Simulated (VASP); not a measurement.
# Y2LuN3 (P-3m1) in VASP: a series of runs

Runs on Y2LuN3. Level: PBE. Tasks: single point, relaxation of cell and atoms, relaxation of shape and atoms at fixed volume.

Program: VASP 6.6.1. These are calculated values, not measurements. Logs are shortened: lines on timing, memory, paths and dates and some standing lists are left out, and cuts for length are marked.

## 1. The cell of the first run

It takes space group P-3m1 (No. 164, trigonal). Conventional cell: a = 3.503 Å, b = 3.503 Å, c = 8.581 Å, α = 90.00°, β = 90.00°, γ = 120.00°. Within 3.3 Å of Y (site symmetry 3m) lie 6 N at 2.49 Å. Lu (site symmetry -3m) has 6 N at 2.45 Å within 3.2 Å. Within 3.2 Å of N (site symmetry 3m) lie 3 Lu at 2.45 Å and 3 Y at 2.49 Å. Within 3.3 Å of N (site symmetry -3m) lie 6 Y at 2.49 Å.

## 2. Single point, PBE (15.20 Å³/atom)

Contents of INCAR:

```
SYSTEM = Y2LuN3
PREC     = Accurate       ! precision mode
ENCUT    = 520            ! plane-wave cutoff, eV
EDIFF    = 1E-7           ! SCF threshold, eV
ISMEAR   = 0              ! smearing method
SIGMA    = 0.01           ! smearing width, eV
LREAL    = .False.        ! projectors in reciprocal space
LASPH    = .True.         ! aspherical terms in the spheres
NELM     = 60             ! most SCF steps
ALGO     = Normal         ! electronic algorithm
ISIF     = 2              ! what is computed and relaxed
LWAVE    = .False.        ! write WAVECAR
LCHARG   = .True.         ! write CHGCAR
GGA      = PE             ! functional
LELF     = .True.         ! ELF
LVHAR    = .True.       
NBANDS   = 40             ! bands
```

Contents of KPOINTS:

```
regular mesh
0
Gamma
  12 12 4
  0 0 0
```

Contents of POSCAR:

```
Y2LuN3
1.0
    3.5026507331      0.0000000294      0.0000000000
   -1.7513253920      3.0333845007      0.0000000000
    0.0000000000      0.0000000000      8.5809878334
Y Lu N
2 1 3
Direct
    0.3333333333      0.6666666667      0.6689040732
    0.6666666667      0.3333333333      0.3310959268
    0.0000000000      0.0000000000      0.0000000000
    0.3333333333      0.6666666667      0.1620832630
    0.6666666667      0.3333333333      0.8379167370
    0.0000000000      0.0000000000      0.5000000000
```

Potentials or basis: VASP PAW PBE potentials, release 64 (Y_sv, Lu, N).

The run is started by

```console
> cat potpaw_PBE.64/Y_sv/POTCAR potpaw_PBE.64/Lu/POTCAR potpaw_PBE.64/N/POTCAR > POTCAR
> mpirun -np 1 vasp_std > vasp.out
```

OUTCAR:

```text
SYSTEM = Y2LuN3
   PREC = Accurate
   ENCUT = 520
   EDIFF = 1E-7
   ISMEAR = 0
   LREAL = .False.
   LASPH = .True.
   NELM = 60
   ISIF = 2
   GGA = PE

 ion  position               nearest neighbor table
   1  0.333  0.667  0.669-   6 2.49   6 2.49   6 2.49   5 2.49   5 2.49   5 2.49   3 3.49   3 3.49
                             3 3.49   2 3.53   2 3.53   2 3.53
   2  0.667  0.333  0.331-   6 2.49   6 2.49   6 2.49   4 2.49   4 2.49   4 2.49   3 3.49   3 3.49
                             3 3.49   1 3.53   1 3.53   1 3.53
   3  0.000  0.000  0.000-   4 2.45   5 2.45   4 2.45   5 2.45   5 2.45   4 2.45   1 3.49   2 3.49
                             1 3.49   2 3.49   1 3.49   2 3.49
   4  0.333  0.667  0.162-   3 2.45   3 2.45   3 2.45   2 2.49   2 2.49   2 2.49
   5  0.667  0.333  0.838-   3 2.45   3 2.45   3 2.45   1 2.49   1 2.49   1 2.49
   6  0.000  0.000  0.500-   1 2.49   2 2.49   1 2.49   2 2.49   2 2.49   1 2.49

  LATTYP: Found a hexagonal cell.
 ALAT       =     3.5026507331
 C/A-ratio  =     2.4498554059

  Lattice vectors:

 A1 = (   3.5026507331,   0.0000000294,   0.0000000000)
 A2 = (  -1.7513253920,   3.0333845007,   0.0000000000)
 A3 = (   0.0000000000,   0.0000000000,   8.5809878334)

Analysis of symmetry for initial positions (statically):
=====================================================================
 Subroutine PRICEL returns:
 Original cell was already a primitive cell.

 Routine SETGRP: Setting up the symmetry group for a
 hexagonal supercell.

 Subroutine GETGRP returns: Found 12 space group operations
 (whereof 12 operations were pure point group operations)
 out of a pool of 24 trial point group operations.

The static configuration has the point symmetry D_3d.

Analysis of symmetry for dynamics (positions and initial velocities):
=====================================================================
 Subroutine PRICEL returns:
 Original cell was already a primitive cell.

 Routine SETGRP: Setting up the symmetry group for a
 hexagonal supercell.

 Subroutine GETGRP returns: Found 12 space group operations
 (whereof 12 operations were pure point group operations)
 out of a pool of 24 trial point group operations.

The dynamic configuration has the point symmetry D_3d.

 Subroutine INISYM returns: Found 12 space group operations
 (whereof 12 operations are pure point group operations),
 and found     1 'primitive' translations

----------------------------------------------------------------------------------------

                                     Primitive cell

  volume of cell :      91.1720

  direct lattice vectors                    reciprocal lattice vectors
     3.502650733  0.000000029  0.000000000     0.285498062  0.164832386  0.000000000
    -1.751325392  3.033384501  0.000000000    -0.000000003  0.329664767  0.000000000
     0.000000000  0.000000000  8.580987833     0.000000000  0.000000000  0.116536699

  length of vectors
     3.502650733  3.502650733  8.580987833     0.329664767  0.329664767  0.116536699

  position of ions in fractional coordinates (direct lattice)
     0.333333333  0.666666667  0.668904073
     0.666666667  0.333333333  0.331095927
     0.000000000  0.000000000  0.000000000
     0.333333333  0.666666667  0.162083263
     0.666666667  0.333333333  0.837916737
     0.000000000  0.000000000  0.500000000

  ion indices of the primitive-cell ions
   primitive index   ion index
                 1           1
                 2           2
                 3           3
                 4           4
                 5           5
                 6           6

----------------------------------------------------------------------------------------

 KPOINTS: regular mesh

Automatic generation of k-mesh.
 Grid dimensions read from file:
 generate k-points for:   12   12    4

 Generating k-lattice:

  Cartesian coordinates                     Fractional coordinates (reciprocal lattice)
     0.023791505  0.013736032  0.000000000     0.083333333 -0.000000000  0.000000000
    -0.000000000  0.027472064  0.000000000     0.000000000  0.083333333  0.000000000
     0.000000000  0.000000000  0.029134175     0.000000000  0.000000000  0.250000000

  Length of vectors
     0.027472064  0.027472064  0.029134175

  Shift w.r.t. Gamma in fractional coordinates (k-lattice)
     0.000000000  0.000000000  0.000000000

 Subroutine IBZKPT returns following result:
 ===========================================

 Found     69 irreducible k-points:

 Following reciprocal coordinates:
            Coordinates               Weight
  0.000000  0.000000  0.000000      1.000000
  0.083333  0.000000  0.000000      6.000000
  0.166667  0.000000  0.000000      6.000000
  0.250000  0.000000  0.000000      6.000000
  0.333333  0.000000  0.000000      6.000000
  0.416667  0.000000  0.000000      6.000000
[... 16 lines left out ...]
  0.166667  0.000000  0.250000      6.000000
  0.000000  0.166667  0.250000      6.000000
 [... further k-points ...]
   k-points           NKPTS =     69   k-points in BZ     NKDIM =     69   number of bands    NBANDS=     40
   number of dos      NEDOS =    301   number of ions     NIONS =      6
   total plane-waves  NPLWV =  50176
   dimension x,y,z NGX =    28 NGY =   28 NGZ =   64
   dimension x,y,z NGXF=    56 NGYF=   56 NGZF=  128
   ions per type =               2   1   3
   NGX,Y,Z   is equivalent  to a cutoff of  13.29, 13.29, 12.40 a.u.
   NGXF,Y,Z  is equivalent  to a cutoff of  26.58, 26.58, 24.80 a.u.
 SYSTEM =  Y2LuN3
   PREC   = accura    normal or accurate (medium, high low for compatibility)
   ISTART =      0    job   : 0-new  1-cont  2-samecut
   ICHARG =      2    charge: 1-file 2-atom 10-const
   ISPIN  =      1    spin polarized calculation?
   LNONCOLLINEAR =      F non collinear calculations
   LSORBIT =      F    spin-orbit coupling
   LASPH  =      T    aspherical Exc in radial PAW
   ENCUT  =  520.0 eV  38.22 Ry    6.18 a.u.   6.51  6.51 15.95*2*pi/ulx,y,z
   NELM   =     60;   NELMIN=  2; NELMDL= -5     # of ELM steps
   EDIFF  = 0.1E-06   stopping-criterion for ELM
   LREAL  =      F    real-space projection
   EDIFFG = 0.1E-05   stopping-criterion for IOM
   NSW    =      0    number of steps for IOM
   IBRION =     -1    ionic relax: 0-MD 1-quasi-New 2-CG
   NFREE  =      0    steps in history (QN), initial steepest desc. (CG)
   ISIF   =      2    stress and relaxation
   ISYM   =      2    0-nonsym 1-usesym 2-fastsym
   POTIM  = 0.5000    time-step for ionic-motion
   TEBEG  =    0.0;   TEEND  =   0.0 temperature during run
   PSTRESS=    0.0 pullay stress
   NELECT =      62.0000    total number of electrons
   NUPDOWN=      -1.0000    fix difference up-down
   EMIN   =  10.00;   EMAX   =-10.00  energy-range for DOS
   EFERMI =   0.00;   METHOD = LEGACY
   ISMEAR =     0;   SIGMA  =   0.01  broadening in eV -4-tet -1-fermi 0-gaus
   EFERMI_NEDOS =   21; number of points for ismear=-14 and -15
   IALGO  =     38    algorithm
   IMIX   =      4    mixing-type and parameters
     AMIX     =   0.40;   BMIX     =  1.00
     AMIX_MAG =   1.60;   BMIX_MAG =  1.00
  volume/ion in A,a.u.               =      15.20       102.54
  Fermi-wavevector in a.u.,A,eV,Ry     =   1.439632  2.720510 28.198628  2.072541
  Thomas-Fermi vector in A             =   2.558466
   LORBIT       =      0    0 simple, 1 ext, 2 COOP (PROOUT), +10 PAW based schemes
   GGA     = PE    functional components
   LHFCALC =     F    Hartree Fock is set to
   AEXX    =    0.0000 exact exchange contribution
   IVDW    =     0    specifies the selected vdW correction
   LEPSILON=     F    determine dielectric tensor
   LRPA    =     F    only Hartree local field effects (RPA)
 non-spin polarized calculation
 Gauss-broadening in eV      SIGMA  =   0.01
  energy-cutoff  :      520.00
  volume of cell :       91.17
 maximum number of plane-waves:      2515
 NGX is ok and might be reduce to    28
   NGX = 13   NGY = 13   NGZ = 31

 number of electron      62.0000005 magnetization

 Free energy of the ion-electron system (eV)
  ---------------------------------------------------
  ext. energy  EPLUGINS =         0.00000000
  ---------------------------------------------------
  free energy    TOTEN  =       -52.69504361 eV

  energy without entropy =      -52.69504361  energy(sigma->0) =      -52.69504361

 E-fermi :   3.6849     XC(G=0): -11.3055

 val. band max:        3.5813591905   @ k =   0.0000   0.0000   0.0000
 cond. band min:       3.8083835601   @ k =   0.5000   0.0000   0.0000
 fundamental gap:      0.2270243696
 Fermi energy:         3.6849363390

 k-point     1 :       0.0000    0.0000    0.0000
  band No.  band energies     occupation
      1     -51.1020      2.00000
      2     -37.5743      2.00000
      3     -37.5300      2.00000
      4     -21.9266      2.00000
      5     -21.6312      2.00000
      6     -21.6312      2.00000
[... 32 lines left out ...]
     39       8.5420      0.00000
     40       8.5442      0.00000

 k-point     2 :       0.0833    0.0000    0.0000
  band No.  band energies     occupation
      1     -51.1009      2.00000
      2     -37.5693      2.00000
      3     -37.5264      2.00000
      4     -21.9201      2.00000
      5     -21.6599      2.00000
      6     -21.6372      2.00000
[... 32 lines left out ...]
     39       8.7272      0.00000
     40       8.9121      0.00000

 k-point     3 :       0.1667    0.0000    0.0000
  band No.  band energies     occupation
      1     -51.0977      2.00000
      2     -37.5555      2.00000
      3     -37.5166      2.00000
      4     -21.9024      2.00000
      5     -21.7374      2.00000
      6     -21.6535      2.00000
[... 853 lines left out ...]
  band No.  band energies     occupation
      1     -51.0977      2.00000
      2     -37.5556      2.00000
      3     -37.5165      2.00000
      4     -21.9026      2.00000
      5     -21.7374      2.00000
      6     -21.6535      2.00000
[... 32 lines left out ...]
     39       8.9543      0.00000
     40       9.0031      0.00000

 k-point    24 :       0.0000    0.1667    0.2500
  band No.  band energies     occupation
      1     -51.0977      2.00000
      2     -37.5556      2.00000
      3     -37.5165      2.00000
      4     -21.9026      2.00000
      5     -21.7374      2.00000
      6     -21.6535      2.00000
[... 32 lines left out ...]
     39       8.8508      0.00000
     40       8.8788      0.00000

 [... further k-points ...]

------------------------ aborting loop because EDIFF is reached ----------------------------------------

  FORCE on cell =-STRESS in cart. coord.  units (eV):
  Direction    XX          YY          ZZ          XY          YZ          ZX
  --------------------------------------------------------------------------------------
  -------------------------------------------------------------------------------------
  Total       -4.7094706     -4.7094706     -4.7294248     -0.0000000     -0.0000000      0.0000000
  in kB      -82.7601156    -82.7601156    -83.1107736     -0.0000000     -0.0000000      0.0000000
  external PRESSURE =     -82.8770016 kB  Pullay stress =       0.0000000 kB

 VOLUME and BASIS-vectors are now :
 -----------------------------------------------------------------------------
  energy-cutoff  :      520.00
  volume of cell :       91.17
      direct lattice vectors                 reciprocal lattice vectors
     3.502650733  0.000000029  0.000000000     0.285498062  0.164832386  0.000000000
    -1.751325392  3.033384501  0.000000000    -0.000000003  0.329664767  0.000000000
     0.000000000  0.000000000  8.580987833     0.000000000  0.000000000  0.116536699

 POSITION                                       TOTAL-FORCE (eV/Angst)
 -----------------------------------------------------------------------------------
     -0.00000      2.02226      5.73986         0.000000      0.000000     -0.004366
      1.75133      1.01113      2.84113        -0.000000     -0.000000      0.004366
      0.00000      0.00000      0.00000        -0.000000     -0.000000      0.000000
     -0.00000      2.02226      1.39083         0.000000     -0.000000      0.040530
      1.75133      1.01113      7.19015        -0.000000      0.000000     -0.040530
      0.00000      0.00000      4.29049        -0.000000     -0.000000      0.000000
 -----------------------------------------------------------------------------------
    total drift:                               -0.000000     -0.000000     -0.000000

  FREE ENERGIE OF THE ION-ELECTRON SYSTEM (eV)
  ---------------------------------------------------
  free  energy   TOTEN  =       -52.6950436065 eV

  energy  without entropy=      -52.6950436065  energy(sigma->0) =      -52.69504361
```

Wall time 3.6 min (1 thread of Intel Xeon 6975P-C (Granite Rapids), shared host); peak memory 0.41 GiB.

What came out:

| Item | Value |
| --- | --- |
| Free energy | -52.6950 eV |
| Pressure | -8.3 GPa |
| Largest force | 0.041 eV/Å |
| Band gap on the k mesh | 0.23 eV (least direct gap 0.74 eV) |

Forces in eV/Å, atoms in the order of the input:
```
Y    0.000  0.000 -0.004
Y    0.000  0.000  0.004
Lu   0.000  0.000  0.000
N    0.000  0.000  0.041
N    0.000  0.000 -0.041
N    0.000  0.000  0.000
```

Levels at points of the mesh, in eV from the valence-band top:
```
           k point  band 29  band 30  band 31  band 32  band 33  band 34
(0.00, 0.00, 0.00)     0.00     0.00     0.00     3.03     3.07     3.07
(0.50, 0.00, 0.00)    -1.80    -0.52    -0.52     0.23     3.63     3.93
(0.00, 0.00, 0.50)    -0.83    -0.68    -0.68     3.12     3.27     3.60
(0.50, 0.00, 0.50)    -1.50    -1.00    -1.00     1.49     1.59     5.46
```

Caveat: the cell stands under tension; semilocal functionals underestimate gaps, and a narrow one can read as zero; spin-orbit coupling is left out, which moves the levels of the heavy elements. A k mesh can miss the band edges.

[end of part 1 of 3]
